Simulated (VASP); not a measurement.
PtS2: single point with PBE+D3(BJ)

System: PtS2, a slab with vacuum.

```
S Pt
1.0
     3.54100    0.00000    0.00000
    -1.77050    3.06660    0.00000
     0.00000    0.00000   30.82549
S Pt
2 1
Direct
  0.66667 0.33333 0.45831
  0.33333 0.66667 0.54169
  0.00000 0.00000 0.50000
```

| Property | Result |
| --- | --- |
| Program | VASP 6.6.1 |
| Task | single point |
| Functional | PBE |
| Dispersion | D3(BJ) |
| Potentials or basis | VASP PAW PBE potentials, release 64 (S, Pt) |
| Cutoff | 520 eV |
| k mesh | 9 × 9 × 1 |
| Occupations | gaussian, width 0.02 eV |
| Spin | no spin polarisation |

```json
{
  "Largest force": "0.570 eV/Å",
  "Band gap on the k mesh": "1.79 eV (least direct gap 1.87 eV)",
  "Dispersion energy per atom": "-0.274 eV"
}
```

Forces in eV/Å, atoms in the order of the input:
```
S    0.000  0.000  0.570
S    0.000  0.000 -0.570
Pt   0.000  0.000  0.000
```

Levels at points of the mesh, in eV from the valence-band top:
```tsv
k point	band 9	band 10	band 11	band 12	band 13	band 14
(0.00, 0.00, 0.00)	-0.72	-0.14	-0.14	3.13	3.13	5.40
```

Run time: 3.3 min on 1 thread of Intel(R) Xeon(R) Platinum 8488C (Sapphire Rapids), on a shared host, peak memory 0.47 GiB.

Caveat: spin-orbit coupling is left out, which moves the levels of the heavy elements.
